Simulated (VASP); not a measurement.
# Zr2N (P4_2/mnm) in VASP: further runs, part 2 of 2

VASP 6.6.1.

## 3. Single point, r2SCAN (volume scaled by 0.97, then relaxed in part)

Contents of POSCAR:

```
Zr2N
1.0
    5.3592371518      0.0000000000      0.0000000000
    0.0000000000      5.3592371518      0.0000000000
    0.0000000000      0.0000000000      3.2708776308
Zr N
4 2
Direct
    0.2959383619      0.2959383619      0.0000000000
    0.7040616381      0.7040616381      0.0000000000
    0.7959383619      0.2040616381      0.5000000000
    0.2040616381      0.7959383619      0.5000000000
    0.0000000000      0.0000000000      0.0000000000
    0.5000000000      0.5000000000      0.5000000000
```

Contents of INCAR.step1:

```
PREC     = Accurate       # precision mode
ENCUT    = 520            # plane-wave cutoff, eV
ISMEAR   = 0              # smearing method
SIGMA    = 0.1            # smearing width, eV
LREAL    = False          # projectors in reciprocal space
LASPH    = True           # aspherical terms in the spheres
NELM     = 100            # most SCF steps
NBANDS   = 38             # bands
GGA      = PE             # functional
ALGO     = Normal         # electronic algorithm
EDIFF    = 1E-4           # SCF threshold, eV
LWAVE    = True           # write WAVECAR
LCHARG   = False          # write CHGCAR
```

Contents of INCAR.step2:

```
PREC     = Accurate       # precision mode
ENCUT    = 520            # plane-wave cutoff, eV
EDIFF    = 1E-7           # SCF threshold, eV
ISMEAR   = 0              # smearing method
SIGMA    = 0.1            # smearing width, eV
LREAL    = False          # projectors in reciprocal space
LASPH    = True           # aspherical terms in the spheres
NELM     = 100            # most SCF steps
ALGO     = Normal         # electronic algorithm
ISIF     = 2              # what is computed and relaxed
LWAVE    = False          # write WAVECAR
LCHARG   = False          # write CHGCAR
METAGGA  = R2SCAN         # meta-GGA
LMIXTAU  = True         
NBANDS   = 38             # bands
ISTART   = 1
```

Contents of KPOINTS:

```
regular mesh
0
Gamma
  8 8 10
```

Potentials or basis: VASP PAW PBE potentials, release 64 (Zr_sv, N).

Launch:

```bash
cat potpaw_PBE.64/Zr_sv/POTCAR potpaw_PBE.64/N/POTCAR > POTCAR
cp INCAR.step1 INCAR
mpirun -np 1 vasp_std > vasp.out
cp INCAR.step2 INCAR
mpirun -np 1 vasp_std > vasp.out
```

OUTCAR:

```text
PREC = Accurate
   ENCUT = 520
   EDIFF = 1E-7
   ISMEAR = 0
   LREAL = False
   LASPH = True
   NELM = 100
   ISIF = 2
   METAGGA = R2SCAN
   ISTART = 1

 ion  position               nearest neighbor table
   1  0.296  0.296  0.000-   5 2.24   6 2.25   6 2.25   2 3.09   4 3.18   3 3.18   4 3.18   3 3.18
                             4 3.18   4 3.18   3 3.18   3 3.18   2 3.85   2 3.85
   2  0.704  0.704  0.000-   5 2.24   6 2.25   6 2.25   1 3.09   4 3.18   3 3.18   4 3.18   3 3.18
                             3 3.18   3 3.18   4 3.18   4 3.18   1 3.85   1 3.85
   3  0.796  0.204  0.500-   6 2.24   5 2.25   5 2.25   4 3.09   1 3.18   1 3.18   2 3.18   2 3.18
                             2 3.18   2 3.18   1 3.18   1 3.18   4 3.85   4 3.85
[... 1200 lines left out ...]
  in kB       61.0524907     61.0524907     61.2710079      0.0000000      0.0000000      0.0000000
  external PRESSURE =      61.1253298 kB  Pullay stress =       0.0000000 kB

 VOLUME and BASIS-vectors are now :
 -----------------------------------------------------------------------------
  energy-cutoff  :      520.00
  volume of cell :       93.94
      direct lattice vectors                 reciprocal lattice vectors
     5.359237152  0.000000000  0.000000000     0.186593721  0.000000000  0.000000000
     0.000000000  5.359237152  0.000000000     0.000000000  0.186593721  0.000000000
     0.000000000  0.000000000  3.270877631     0.000000000  0.000000000  0.305728344

 POSITION                                       TOTAL-FORCE (eV/Angst)
 -----------------------------------------------------------------------------------
      1.58600      1.58600      0.00000        -0.003587     -0.003587     -0.000000
      3.77323      3.77323      0.00000         0.003587      0.003587      0.000000
      4.26562      1.09361      1.63544        -0.003587      0.003587      0.000000
      1.09361      4.26562      1.63544         0.003587     -0.003587     -0.000000
      0.00000      0.00000      0.00000         0.000000      0.000000      0.000000
      2.67962      2.67962      1.63544         0.000000      0.000000      0.000000
 -----------------------------------------------------------------------------------
    total drift:                               -0.000000      0.000000      0.000000

  FREE ENERGIE OF THE ION-ELECTRON SYSTEM (eV)
  ---------------------------------------------------
  free  energy   TOTEN  =      -117.6898181628 eV

  energy  without entropy=     -117.6790015744  energy(sigma->0) =     -117.68440987
```

OUTCAR.step1:

```text
PREC = Accurate
   ENCUT = 520
   ISMEAR = 0
   LREAL = False
   LASPH = True
[... 1227 lines left out ...]
      4.26562      1.09361      1.63544        -0.029585      0.029585      0.000000
      1.09361      4.26562      1.63544         0.029585     -0.029585     -0.000000
      0.00000      0.00000      0.00000        -0.000000     -0.000000      0.000000
      2.67962      2.67962      1.63544        -0.000000     -0.000000      0.000000
 -----------------------------------------------------------------------------------
    total drift:                               -0.000000      0.000000      0.000000

  FREE ENERGIE OF THE ION-ELECTRON SYSTEM (eV)
  ---------------------------------------------------
  free  energy   TOTEN  =       -58.2564568249 eV

  energy  without entropy=      -58.2433837428  energy(sigma->0) =      -58.24992028
```

OSZICAR.step1:

```text
N       E                     dE             d eps       ncg     rms          rms(c)
DAV:   1     0.585850783025E+03    0.58585E+03   -0.31372E+04  6840   0.155E+03
DAV:   2    -0.118348740705E+02   -0.59769E+03   -0.58085E+03  7770   0.456E+02
DAV:   3    -0.627217129633E+02   -0.50887E+02   -0.50220E+02 10734   0.108E+02
DAV:   4    -0.661432816591E+02   -0.34216E+01   -0.34133E+01  9980   0.250E+01
DAV:   5    -0.662725796864E+02   -0.12930E+00   -0.12926E+00  9370   0.432E+00    0.354E+01
DAV:   6    -0.583960943200E+02    0.78765E+01   -0.46510E+01  8548   0.281E+01    0.153E+01
DAV:   7    -0.582922012620E+02    0.10389E+00   -0.53784E+00  9468   0.798E+00    0.821E+00
DAV:   8    -0.582735562756E+02    0.18645E-01   -0.53264E-01  8042   0.343E+00    0.133E+00
DAV:   9    -0.582586654036E+02    0.14891E-01   -0.21641E-01  9302   0.162E+00    0.698E-01
DAV:  10    -0.582562819767E+02    0.23834E-02   -0.37324E-02  8848   0.900E-01    0.146E-01
DAV:  11    -0.582564949294E+02   -0.21295E-03   -0.11600E-03  8812   0.209E-01    0.369E-02
DAV:  12    -0.582564568249E+02    0.38105E-04   -0.15085E-04  5436   0.577E-02
   1 F= -.58256457E+02 E0= -.58249920E+02  d E =-.130731E-01
```

Run time: 11 min. Hardware: 1 thread of Intel Xeon 6975P-C, shared host; peak memory 0.37 GiB.

What came out:

| Item | Value |
| --- | --- |
| Free energy | -117.6898 eV |
| Pressure | 6.1 GPa |
| Largest force | 0.005 eV/Å |
| Band gap on the k mesh | zero (band 29 reaches 11.65 eV, above the bottom of band 30 at 8.93 eV) |

Forces in eV/Å, atoms in the order of the input:
```
Zr  -0.004 -0.004  0.000
Zr   0.004  0.004  0.000
Zr  -0.004  0.004  0.000
Zr   0.004 -0.004  0.000
N    0.000  0.000  0.000
N    0.000  0.000  0.000
```

Levels at points of the mesh, in eV from the Fermi level:
| k point | band 25 | band 26 | band 27 | band 28 | band 29 | band 30 | band 31 | band 32 | band 33 | band 34 |
| --- | --- | --- | --- | --- | --- | --- | --- | --- | --- | --- |
| (0.00, 0.00, 0.00) | -3.58 | -2.11 | 0.19 | 0.76 | 0.90 | 1.07 | 1.07 | 1.53 | 1.62 | 1.62 |
| (0.50, 0.00, 0.00) | -2.20 | -2.20 | -1.06 | -1.06 | 1.53 | 1.53 | 1.71 | 1.71 | 1.94 | 1.94 |
| (0.50, 0.50, 0.00) | -1.70 | -1.70 | -1.12 | -1.12 | 0.93 | 0.93 | 1.51 | 1.51 | 1.83 | 1.83 |
| (0.00, 0.00, 0.50) | -1.33 | -1.33 | -1.19 | -1.19 | -1.19 | -1.19 | 2.08 | 2.08 | 3.35 | 3.35 |
| (0.50, 0.00, 0.50) | -1.87 | -1.87 | -0.98 | -0.98 | -0.89 | -0.89 | 1.63 | 1.63 | 3.63 | 3.63 |
| (0.50, 0.50, 0.50) | -1.71 | -1.71 | -0.86 | -0.86 | -0.32 | -0.32 | 1.24 | 1.24 | 2.77 | 2.77 |

Caveat: the PAW data sets were made with another functional, which shifts forces and pressure a little.
